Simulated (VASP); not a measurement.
# Cd (Im-3m) in VASP: single point with PBEsol

Aim: the single point of Cd with PBEsol.

Program: VASP 6.6.1. These are calculated values, not measurements. Logs are shortened: lines on timing, memory, paths and dates and some standing lists are left out, and cuts for length are marked.

## 1. The cell of the first run

The structure is cubic, space group Im-3m (No. 229). Conventional cell: a = 3.569 Å, b = 3.569 Å, c = 3.569 Å, α = 90.00°, β = 90.00°, γ = 90.00°. Within 4.1 Å of Cd (site symmetry m-3m) lie 14 Cd at 3.09 to 3.57 Å.

This isn't the form of Cd at room conditions, which is hcp.

## 2. Single point, PBEsol

The input, INCAR:

```
SYSTEM = Cd
PREC = Accurate
ENCUT = 500
EDIFF = 1E-6
ISMEAR = -1
SIGMA = 0.15
LREAL = .FALSE.
LASPH = .TRUE.
NELM = 120
ALGO = Normal
ISIF = 2
LWAVE = .FALSE.
LCHARG = .TRUE.
GGA = PS
LELF = .TRUE.
LVHAR = .TRUE.
NBANDS = 12
GGA_COMPAT = .FALSE.
```

The input, KPOINTS:

```
regular mesh
0
G
  8 8 8
  0 0 0
```

The input, POSCAR:

```
Cd
1.0
   -1.7843220000      1.7843220000      1.7843220000
    1.7843220000     -1.7843220000      1.7843220000
    1.7843220000      1.7843220000     -1.7843220000
Cd
1
Direct
    0.0000000000      0.0000000000      0.0000000000
```

Potentials or basis: VASP PAW PBE potentials, release 64 (Cd).

Run with:

```bash
$ cat potpaw_PBE.64/Cd/POTCAR > POTCAR
$ mpirun -np 1 vasp_std > vasp.out
```

OUTCAR:

```text
SYSTEM = Cd
   PREC = Accurate
   ENCUT = 500
   EDIFF = 1E-6
   ISMEAR = -1
   LREAL = .FALSE.
   LASPH = .TRUE.
   NELM = 120
   ISIF = 2
   GGA = PS

 ion  position               nearest neighbor table
   1  0.000  0.000  0.000-

  LATTYP: Found a body centered cubic cell.
 ALAT       =     3.5686440000

  Lattice vectors:

 A1 = (  -1.7843220000,   1.7843220000,   1.7843220000)
 A2 = (   1.7843220000,  -1.7843220000,   1.7843220000)
 A3 = (   1.7843220000,   1.7843220000,  -1.7843220000)

Analysis of symmetry for initial positions (statically):
=====================================================================
 Subroutine PRICEL returns:
 Original cell was already a primitive cell.

 Routine SETGRP: Setting up the symmetry group for a
 body centered cubic supercell.

 Subroutine GETGRP returns: Found 48 space group operations
 (whereof 48 operations were pure point group operations)
 out of a pool of 48 trial point group operations.

The static configuration has the point symmetry O_h .

Analysis of symmetry for dynamics (positions and initial velocities):
=====================================================================
 Subroutine PRICEL returns:
 Original cell was already a primitive cell.

 Routine SETGRP: Setting up the symmetry group for a
 body centered cubic supercell.

 Subroutine GETGRP returns: Found 48 space group operations
 (whereof 48 operations were pure point group operations)
 out of a pool of 48 trial point group operations.

The dynamic configuration has the point symmetry O_h .

 Subroutine INISYM returns: Found 48 space group operations
 (whereof 48 operations are pure point group operations),
 and found     1 'primitive' translations

----------------------------------------------------------------------------------------

                                     Primitive cell

  volume of cell :      22.7237

  direct lattice vectors                    reciprocal lattice vectors
    -1.784322000  1.784322000  1.784322000     0.000000000  0.280218481  0.280218481
     1.784322000 -1.784322000  1.784322000     0.280218481  0.000000000  0.280218481
     1.784322000  1.784322000 -1.784322000     0.280218481  0.280218481  0.000000000

  length of vectors
     3.090536361  3.090536361  3.090536361     0.396288776  0.396288776  0.396288776

  position of ions in fractional coordinates (direct lattice)
     0.000000000  0.000000000  0.000000000

  ion indices of the primitive-cell ions
   primitive index   ion index
                 1           1

----------------------------------------------------------------------------------------

 KPOINTS: regular mesh

Automatic generation of k-mesh.
 Grid dimensions read from file:
 generate k-points for:    8    8    8

 Generating k-lattice:

  Cartesian coordinates                     Fractional coordinates (reciprocal lattice)
     0.000000000  0.035027310  0.035027310     0.125000000  0.000000000  0.000000000
     0.035027310  0.000000000  0.035027310     0.000000000  0.125000000  0.000000000
     0.035027310  0.035027310  0.000000000     0.000000000  0.000000000  0.125000000

  Length of vectors
     0.049536097  0.049536097  0.049536097

  Shift w.r.t. Gamma in fractional coordinates (k-lattice)
     0.000000000  0.000000000  0.000000000

 Subroutine IBZKPT returns following result:
 ===========================================

 Found     29 irreducible k-points:

 Following reciprocal coordinates:
            Coordinates               Weight
  0.000000  0.000000  0.000000      1.000000
  0.125000  0.000000  0.000000     12.000000
  0.250000  0.000000  0.000000     12.000000
  0.375000  0.000000  0.000000     12.000000
  0.500000  0.000000  0.000000      6.000000
  0.125000  0.125000  0.000000     24.000000
[... 16 lines left out ...]
 -0.250000  0.250000  0.250000      6.000000
 -0.375000  0.375000  0.250000     24.000000
 [... further k-points ...]
   k-points           NKPTS =     29   k-points in BZ     NKDIM =     29   number of bands    NBANDS=     12
   number of dos      NEDOS =    301   number of ions     NIONS =      1
   total plane-waves  NPLWV =  13824
   dimension x,y,z NGX =    24 NGY =   24 NGZ =   24
   dimension x,y,z NGXF=    48 NGYF=   48 NGZF=   48
   ions per type =               1
   NGX,Y,Z   is equivalent  to a cutoff of  12.91, 12.91, 12.91 a.u.
   NGXF,Y,Z  is equivalent  to a cutoff of  25.82, 25.82, 25.82 a.u.
 SYSTEM =  Cd
   PREC   = accura    normal or accurate (medium, high low for compatibility)
   ISTART =      0    job   : 0-new  1-cont  2-samecut
   ICHARG =      2    charge: 1-file 2-atom 10-const
   ISPIN  =      1    spin polarized calculation?
   LNONCOLLINEAR =      F non collinear calculations
   LSORBIT =      F    spin-orbit coupling
   LASPH  =      T    aspherical Exc in radial PAW
   ENCUT  =  500.0 eV  36.75 Ry    6.06 a.u.   5.63  5.63  5.63*2*pi/ulx,y,z
   NELM   =    120;   NELMIN=  2; NELMDL= -5     # of ELM steps
   EDIFF  = 0.1E-05   stopping-criterion for ELM
   LREAL  =      F    real-space projection
   EDIFFG = 0.1E-04   stopping-criterion for IOM
   NSW    =      0    number of steps for IOM
   IBRION =     -1    ionic relax: 0-MD 1-quasi-New 2-CG
   NFREE  =      0    steps in history (QN), initial steepest desc. (CG)
   ISIF   =      2    stress and relaxation
   ISYM   =      2    0-nonsym 1-usesym 2-fastsym
   POTIM  = 0.5000    time-step for ionic-motion
   TEBEG  =    0.0;   TEEND  =   0.0 temperature during run
   PSTRESS=    0.0 pullay stress
   NELECT =      12.0000    total number of electrons
   NUPDOWN=      -1.0000    fix difference up-down
   EMIN   =  10.00;   EMAX   =-10.00  energy-range for DOS
   EFERMI =   0.00;   METHOD = LEGACY
   ISMEAR =    -1;   SIGMA  =   0.15  broadening in eV -4-tet -1-fermi 0-gaus
   EFERMI_NEDOS =   21; number of points for ismear=-14 and -15
   IALGO  =     38    algorithm
   IMIX   =      4    mixing-type and parameters
     AMIX     =   0.40;   BMIX     =  1.00
     AMIX_MAG =   1.60;   BMIX_MAG =  1.00
  volume/ion in A,a.u.               =      22.72       153.35
  Fermi-wavevector in a.u.,A,eV,Ry     =   1.323250  2.500581 23.823686  1.750992
  Thomas-Fermi vector in A             =   2.452872
   LORBIT       =      0    0 simple, 1 ext, 2 COOP (PROOUT), +10 PAW based schemes
   GGA     = PS    functional components
   LHFCALC =     F    Hartree Fock is set to
   AEXX    =    0.0000 exact exchange contribution
   IVDW    =     0    specifies the selected vdW correction
   LEPSILON=     F    determine dielectric tensor
   LRPA    =     F    only Hartree local field effects (RPA)
 non-spin polarized calculation
  energy-cutoff  :      500.00
  volume of cell :       22.72
 maximum number of plane-waves:       603
   NGX = 11   NGY = 11   NGZ = 11

 number of electron      12.0000006 magnetization

 Free energy of the ion-electron system (eV)
  ---------------------------------------------------
  ext. energy  EPLUGINS =         0.00000000
  ---------------------------------------------------
  free energy    TOTEN  =        -1.11606322 eV

  energy without entropy =       -1.07985574  energy(sigma->0) =       -1.09795948

 E-fermi :   2.2902     XC(G=0): -10.9529

 val. band max:        2.2446441428   @ k =   0.3750   0.2500   0.0000
 cond. band min:       2.5117012502   @ k =   0.5000   0.5000   0.2500
 fundamental gap:      0.2670571074
 Fermi energy:         2.2902311372

 k-point     1 :       0.0000    0.0000    0.0000
  band No.  band energies     occupation
      1      -6.6696      2.00000
      2      -6.6696      2.00000
      3      -6.6696      2.00000
      4      -6.1505      2.00000
      5      -6.0625      2.00000
      6      -6.0625      2.00000
      7      17.7612      0.00000
      8      17.7612      0.00000
      9      17.7612      0.00000
     10      18.2445      0.00000
     11      18.2445      0.00000
     12      18.2445      0.00000

 k-point     2 :       0.1250    0.0000    0.0000
  band No.  band energies     occupation
      1      -6.7153      2.00000
      2      -6.6722      2.00000
      3      -6.5339      2.00000
      4      -6.1140      2.00000
      5      -6.0605      2.00000
      6      -5.7116      2.00000
      7      14.0875      0.00000
      8      16.2201      0.00000
      9      16.3710      0.00000
     10      17.2325      0.00000
     11      17.4362      0.00000
     12      18.4365      0.00000

 k-point     3 :       0.2500    0.0000    0.0000
  band No.  band energies     occupation
      1      -6.8240      2.00000
      2      -6.7882      2.00000
      3      -6.1895      2.00000
      4      -6.1532      2.00000
      5      -6.0536      2.00000
      6      -4.3661      2.00000
      7       9.1820      0.00000
      8      13.9250      0.00000
      9      14.1312      0.00000
     10      16.4722      0.00000
     11      16.7701      0.00000
     12      19.8988      0.00000
[... 286 lines left out ...]
 k-point    23 :      -0.2500    0.2500    0.2500
  band No.  band energies     occupation
      1      -6.5852      2.00000
      2      -6.3956      2.00000
      3      -6.3863      2.00000
      4      -6.3863      2.00000
      5      -6.2159      2.00000
      6      -2.5815      2.00000
      7      10.0182      0.00000
      8      10.0182      0.00000
      9      10.8366      0.00000
     10      12.1691      0.00000
     11      21.9125      0.00000
     12      21.9125      0.00000

 k-point    24 :      -0.3750    0.3750    0.2500
  band No.  band energies     occupation
      1      -6.7890      2.00000
      2      -6.5967      2.00000
      3      -6.3888      2.00000
      4      -6.2009      2.00000
      5      -5.8799      2.00000
      6      -0.4333      2.00000
      7       6.1900      0.00000
      8       8.5085      0.00000
      9      10.5846      0.00000
     10      13.0113      0.00000
     11      18.8347      0.00000
     12      21.5260      0.00000

 [... further k-points ...]

------------------------ aborting loop because EDIFF is reached ----------------------------------------

  FORCE on cell =-STRESS in cart. coord.  units (eV):
  Direction    XX          YY          ZZ          XY          YZ          ZX
  --------------------------------------------------------------------------------------
  -------------------------------------------------------------------------------------
  Total       -0.3581484     -0.3581484     -0.3581484     -0.0000000     -0.0000000     -0.0000000
  in kB      -25.2518931    -25.2518931    -25.2518931     -0.0000000     -0.0000000     -0.0000000
  external PRESSURE =     -25.2518931 kB  Pullay stress =       0.0000000 kB

 VOLUME and BASIS-vectors are now :
 -----------------------------------------------------------------------------
  energy-cutoff  :      500.00
  volume of cell :       22.72
      direct lattice vectors                 reciprocal lattice vectors
    -1.784322000  1.784322000  1.784322000     0.000000000  0.280218481  0.280218481
     1.784322000 -1.784322000  1.784322000     0.280218481  0.000000000  0.280218481
     1.784322000  1.784322000 -1.784322000     0.280218481  0.280218481  0.000000000

 POSITION                                       TOTAL-FORCE (eV/Angst)
 -----------------------------------------------------------------------------------
      0.00000      0.00000      0.00000        -0.000000      0.000000     -0.000000
 -----------------------------------------------------------------------------------
    total drift:                               -0.000000      0.000000      0.000000

  FREE ENERGIE OF THE ION-ELECTRON SYSTEM (eV)
  ---------------------------------------------------
  free  energy   TOTEN  =        -1.1160632191 eV

  energy  without entropy=       -1.0798557430  energy(sigma->0) =       -1.09795948
```

It took 8.9 s on 1 thread of AMD EPYC 7R43 (Zen 3), shared host; peak memory 0.1 GiB.

Results:

```yaml
Free_energy: -1.1161 eV
Pressure: -2.5 GPa
Band_gap_on_the_k_mesh: zero (bands 6 and 7 overlap by 4.36 eV)
```

Caveat: the PAW data sets were made with another functional, which shifts forces and pressure a little.
